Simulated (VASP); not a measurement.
# Re (Fm-3m) in VASP: notebook, part 2 of 2

VASP 6.6.1. The steps go on from the part before.

### 3 Single point, PBEsol (strained)

File INCAR:

```
ALGO = Fast ; EDIFF = 1E-6
ENCUT = 520 ; GGA = PS
ISIF = 2 ; ISMEAR = 0
LASPH = True ; LCHARG = False
LREAL = False ; LWAVE = False
NBANDS = 10 ; NELM = 80
PREC = Accurate ; SIGMA = 0.1
```

File KPOINTS:

```
k-points
0
Gamma
  18 18 18
```

File POSCAR:

```
Re
1.0
    0.0000000000      1.9370010000      1.9370010000
    1.9370010000      0.0000000000      1.9370010000
    1.9370010000      1.9370010000      0.0000000000
Re
1
Direct
    0.0000000000      0.0000000000      0.0000000000
```

Potentials or basis: VASP PAW PBE potentials, release 64 (Re).

The run is started by

```
$ cat potpaw_PBE.64/Re/POTCAR > POTCAR
$ mpirun -np 1 vasp_std > vasp.out
```

OUTCAR:

```text
EDIFF = 1E-6
   ENCUT = 520
   GGA = PS
   ISIF = 2
   ISMEAR = 0
   LASPH = True
   LREAL = False
   NELM = 80
   PREC = Accurate

 ion  position               nearest neighbor table
   1  0.000  0.000  0.000-

  LATTYP: Found a face centered cubic cell.
 ALAT       =     3.8740020000

  Lattice vectors:

 A1 = (   0.0000000000,   1.9370010000,   1.9370010000)
 A2 = (   1.9370010000,   0.0000000000,   1.9370010000)
 A3 = (   1.9370010000,   1.9370010000,   0.0000000000)

Analysis of symmetry for initial positions (statically):
=====================================================================
 Subroutine PRICEL returns:
 Original cell was already a primitive cell.

 Routine SETGRP: Setting up the symmetry group for a
 face centered cubic supercell.

 Subroutine GETGRP returns: Found 48 space group operations
[... 9 lines left out ...]

 Routine SETGRP: Setting up the symmetry group for a
 face centered cubic supercell.

 Subroutine GETGRP returns: Found 48 space group operations
[... 11 lines left out ...]
                                     Primitive cell

  volume of cell :      14.5352

  direct lattice vectors                    reciprocal lattice vectors
     0.000000000  1.937001000  1.937001000    -0.258130997  0.258130997  0.258130997
[... 134 lines left out ...]

 val. band max:        8.1280254083   @ k =  -0.3889   0.4444   0.0556
 cond. band min:       8.1614566726   @ k =  -0.3333   0.2778   0.0000
 fundamental gap:      0.0334312642
 Fermi energy:         8.1321134638

 k-point     1 :       0.0000    0.0000    0.0000
  band No.  band energies     occupation
      1      -2.1103      2.00000
      2       6.1851      2.00000
      3       6.1851      2.00000
      4       6.1851      2.00000
      5       9.4335      0.00000
      6       9.4335      0.00000
      7      22.1049      0.00000
      8      27.8064      0.00000
      9      27.8064      0.00000
     10      27.8065      0.00000
[... 287 lines left out ...]
 k-point    24 :      -0.2222    0.0556    0.0000
  band No.  band energies     occupation
      1       0.2287      2.00000
      2       5.2117      2.00000
      3       6.6520      2.00000
      4       6.7887      2.00000
      5       8.9874      0.00000
      6      10.0650      0.00000
      7      22.5235      0.00000
      8      26.0969      0.00000
      9      30.8479      0.00000
     10      32.4384      0.00000

 [... further k-points ...]
[... 5 lines left out ...]
  --------------------------------------------------------------------------------------
  -------------------------------------------------------------------------------------
  Total        0.1763664      0.1763664      0.1763664      0.0000000      0.0000000     -0.0000000
  in kB       19.4404783     19.4404783     19.4404783      0.0000000      0.0000000     -0.0000000
  external PRESSURE =      19.4404783 kB  Pullay stress =       0.0000000 kB

 VOLUME and BASIS-vectors are now :
 -----------------------------------------------------------------------------
  energy-cutoff  :      520.00
  volume of cell :       14.54
      direct lattice vectors                 reciprocal lattice vectors
     0.000000000  1.937001000  1.937001000    -0.258130997  0.258130997  0.258130997
     1.937001000  0.000000000  1.937001000     0.258130997 -0.258130997  0.258130997
     1.937001000  1.937001000  0.000000000     0.258130997  0.258130997 -0.258130997

 POSITION                                       TOTAL-FORCE (eV/Angst)
 -----------------------------------------------------------------------------------
      0.00000      0.00000      0.00000        -0.000000      0.000000      0.000000
 -----------------------------------------------------------------------------------
    total drift:                                0.000000      0.000000     -0.000000

  FREE ENERGIE OF THE ION-ELECTRON SYSTEM (eV)
  ---------------------------------------------------
  free  energy   TOTEN  =       -13.3017979169 eV

  energy  without entropy=      -13.2975462602  energy(sigma->0) =      -13.29967209
```

OSZICAR:

```text
N       E                     dE             d eps       ncg     rms          rms(c)
DAV:   1     0.438934054921E+01    0.43893E+01   -0.34341E+03  6142   0.771E+02
DAV:   2    -0.136212079027E+02   -0.18011E+02   -0.16569E+02  6006   0.161E+02
DAV:   3    -0.140529180486E+02   -0.43171E+00   -0.41409E+00  6346   0.453E+01
DAV:   4    -0.140547441088E+02   -0.18261E-02   -0.18250E-02  6388   0.128E+00
DAV:   5    -0.140547470711E+02   -0.29623E-05   -0.29605E-05  5698   0.302E-02    0.321E+01
RMM:   6    -0.134887920014E+02    0.56596E+00   -0.84947E-02  4569   0.103E+01    0.132E+01
RMM:   7    -0.133072416181E+02    0.18155E+00   -0.66239E-01  5912   0.107E+01    0.115E+00
RMM:   8    -0.133027648475E+02    0.44768E-02   -0.39280E-03  5011   0.221E+00    0.389E-01
RMM:   9    -0.133018218312E+02    0.94302E-03   -0.10093E-02  5959   0.799E-01    0.823E-02
RMM:  10    -0.133018104443E+02    0.11387E-04   -0.49470E-04  5994   0.179E-01    0.388E-02
RMM:  11    -0.133017964302E+02    0.14014E-04   -0.91318E-05  5219   0.186E-01    0.368E-03
RMM:  12    -0.133017974999E+02   -0.10697E-05   -0.27722E-05  5137   0.576E-02    0.142E-02
RMM:  13    -0.133017979169E+02   -0.41695E-06   -0.56774E-06  4118   0.294E-02
   1 F= -.13301798E+02 E0= -.13299672E+02  d E =-.425166E-02
```

stdout:

```text
POSCAR found type information on POSCAR Re
 POSCAR found :  1 types and       1 ions
 scaLAPACK will be used
 -----------------------------------------------------------------------------
|                                                                             |
|                                                                             |
|     You enforced a specific xc type in the INCAR file but a different       |
|     I HOPE YOU KNOW WHAT YOU ARE DOING!                                     |
|                                                                             |
 -----------------------------------------------------------------------------

 LDA part: xc-table for (Slater+PW92), standard interpolation
 POSCAR, INCAR and KPOINTS ok, starting setup
 FFT: planning ... GRIDC
 FFT: planning ... GRID_SOFT
 FFT: planning ... GRID
 WAVECAR not read
 entering main loop
```

Wall time 12 s (1 thread of Intel Xeon 6975P-C (Granite Rapids), shared host); peak memory 0.14 GiB.

What came out:

| Item | Value |
| --- | --- |
| Free energy | -13.3018 eV |
| Pressure | 1.9 GPa |

Levels at points of the mesh, in eV from the Fermi level:
| k point | band 2 | band 3 | band 4 | band 5 | band 6 | band 7 |
| --- | --- | --- | --- | --- | --- | --- |
| (0.00, 0.00, 0.00) | -1.95 | -1.95 | -1.95 | 1.30 | 1.30 | 13.97 |
| (0.50, 0.00, 0.00) | -2.17 | -2.17 | 0.25 | 3.92 | 3.92 | 10.15 |
| (0.50, 0.50, 0.00) | -6.06 | 2.87 | 3.86 | 4.69 | 4.69 | 12.39 |

Caveat: the cell differs from its parent crystal (strained); the PAW data sets were made with another functional, which shifts forces and pressure a little; spin-orbit coupling is left out, which moves the levels of the heavy elements.
